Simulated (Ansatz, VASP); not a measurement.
BP in VASP and in Ansatz

The input POSCAR:

```
BP
1.0
    0.0000000000      2.2683156724      2.2683156724
    2.2683156724      0.0000000000      2.2683156724
    2.2683156724      2.2683156724      0.0000000000
B P
1 1
Direct
    0.0000000000      0.0000000000      0.0000000000
    0.2500000000      0.2500000000      0.2500000000
```

Contents of INCAR.step1:

```
SYSTEM = BP
PREC     = Accurate       ! precision mode
ENCUT    = 520            ! plane-wave cutoff, eV
EDIFF    = 1E-5           ! SCF threshold, eV
ISMEAR   = 0              ! smearing method
SIGMA    = 0.01           ! smearing width, eV
LREAL    = .FALSE.        ! projectors in reciprocal space
LASPH    = .TRUE.         ! aspherical terms in the spheres
NELM     = 60             ! most SCF steps
ALGO     = Normal         ! electronic algorithm
ISIF     = 2              ! what is computed and relaxed
LWAVE    = .TRUE.         ! write WAVECAR
LCHARG   = .FALSE.        ! write CHGCAR
NBANDS   = 11             ! bands
GGA      = PE             ! functional
```

INCAR.step2

```
SYSTEM = BP
PREC     = Accurate       ! precision mode
ENCUT    = 520            ! plane-wave cutoff, eV
EDIFF    = 1E-6           ! SCF threshold, eV
ISMEAR   = 0              ! smearing method
SIGMA    = 0.01           ! smearing width, eV
LREAL    = .FALSE.        ! projectors in reciprocal space
LASPH    = .TRUE.         ! aspherical terms in the spheres
NELM     = 60             ! most SCF steps
ALGO     = Normal         ! electronic algorithm
ISIF     = 2              ! what is computed and relaxed
LWAVE    = .FALSE.        ! write WAVECAR
LCHARG   = .FALSE.        ! write CHGCAR
GGA      = PE             ! functional
LHFCALC  = .TRUE.         ! exact exchange
HFSCREEN = 0.2079         ! screening, 1/A
PRECFOCK = Normal       
NBANDS   = 11             ! bands
ISTART   = 1
```

Contents of KPOINTS:

```
regular mesh
0
G
  4 4 4
  0 0 0
```

Input for Ansatz:

```yaml
crystal:
  lattice:
    - [0.0, 2.2683156724, 2.2683156724]
    - [2.2683156724, 0.0, 2.2683156724]
    - [2.2683156724, 2.2683156724, 0.0]
  atoms:
    - { symbol: B, position: [0.0, 0.0, 0.0] }
    - { symbol: P, position: [0.25, 0.25, 0.25] }
kpoints:
  mp_grid: { grid: [4, 4, 4] }
hamiltonian:
  xc: hse06
scf:
  occupations: { method: fixed }
  n_extra_bands: 4
output:
  forces: true
  stress: true
  eigenvalues: true
```

Alike in both runs: task single point; functional HSE06; k mesh 4 × 4 × 4; no spin polarisation.

|  | VASP | Ansatz |
| --- | --- | --- |
| version | VASP 6.6.1 | Ansatz 0.2.0 |
| potentials or method | VASP PAW PBE potentials, release 64 (B, P) | plane waves, PAW |
| plane-wave cutoff (eV) | 520 | 420 |
| occupations | gaussian, width 0.01 eV | fixed |
| valence electrons in the cell | 8 | 8 |

```tsv
	VASP	Ansatz	Ansatz less VASP
gap on the k mesh at the Fermi level (eV)	2.09	2.09	0.000
pressure (GPa)	-0.9	-0.3	+0.60
```

Ansatz's warnings: stress exchange threshold loose, stress scf threshold loose.

The k mesh is coarse, so the values compare programs but aren't converged.
